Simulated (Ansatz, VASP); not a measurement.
## Se: VASP beside Ansatz

The input INCAR:

```
PREC     = Accurate       # precision mode
ENCUT    = 520            # plane-wave cutoff, eV
EDIFF    = 1E-6           # SCF threshold, eV
ISMEAR   = -1             # smearing method
SIGMA    = 0.03           # smearing width, eV
LREAL    = F              # projectors in reciprocal space
LASPH    = T              # aspherical terms in the spheres
NELM     = 60             # most SCF steps
ALGO     = Normal         # electronic algorithm
ISIF     = 2              # what is computed and relaxed
LWAVE    = F              # write WAVECAR
LCHARG   = F              # write CHGCAR
GGA      = PE             # functional
NBANDS   = 16             # bands
```

Contents of KPOINTS:

```
regular mesh
0
Gamma
  8 8 6
```

The input POSCAR:

```
Se
1.0
    4.3551696776      0.0435516968      0.0435516968
   -2.1398679630      3.7499117302      0.0159410274
    0.0494945000      0.0494945000      4.9494500000
Se
3
Direct
    0.2170000000      0.0000000000      0.1666666667
    0.0000000000      0.2170000000      0.8333333333
    0.7830000000      0.7830000000      0.5000000000
```

Input for Ansatz:

```yaml
crystal:
  lattice:
    - [4.3551696776, 0.0435516968, 0.0435516968]
    - [-2.139867963, 3.7499117302, 0.0159410274]
    - [0.0494945, 0.0494945, 4.94945]
  atoms:
    - { symbol: Se, position: [0.217, 0.0, 0.1666666667] }
    - { symbol: Se, position: [0.0, 0.217, 0.8333333333] }
    - { symbol: Se, position: [0.783, 0.783, 0.5] }
kpoints:
  mp_grid: { grid: [8, 8, 6] }
  band_path:
    path:
      - [0.0, 0.0, 0.0]
      - [0.0, -0.5, 0.0]
      - [0.0, 0.0, 0.5]
      - [0.0, 0.0, 0.0]
      - [-0.5, 0.0, 0.0]
      - [-0.5, 0.5, -0.5]
      - [0.0, 0.0, 0.0]
      - [-0.5, 0.0, -0.5]
      - [-0.5, 0.5, 0.0]
    npoints: 5
scf:
  occupations: { method: fermi_dirac, width: 0.03 }
hamiltonian:
  xc: pbe
  pseudopotentials: { kind: all_electron, lapw: { basis_error: 0.0005 } }
output:
  forces: true
  stress: true
  eigenvalues: true
```

Change from the starting cell: equal xy, yz and zx shear strains of +2 %.

Alike in both runs: task single point; functional PBE; k mesh 8 × 8 × 6; occupations fermi-dirac, width 0.03 eV; no spin polarisation.

```csv
,VASP,Ansatz
version,VASP 6.6.1,Ansatz 0.2.0
potentials or method,"VASP PAW PBE potentials, release 64 (Se), cutoff 520 eV","all-electron LAPW, scalar-relativistic"
```

```csv
,VASP,Ansatz,Ansatz less VASP
pressure (GPa),5.7,5.6,-0.19
"traceless stress, the component that is largest in VASP (GPa)",1.92,1.84,-0.085
rms of the force components (eV/Å),0.710,0.680,-0.0296
```

Atom by atom the forces differ by 0.030 eV/Å (rms over components). Ansatz ran all-electron here, and VASP with PAW potentials.
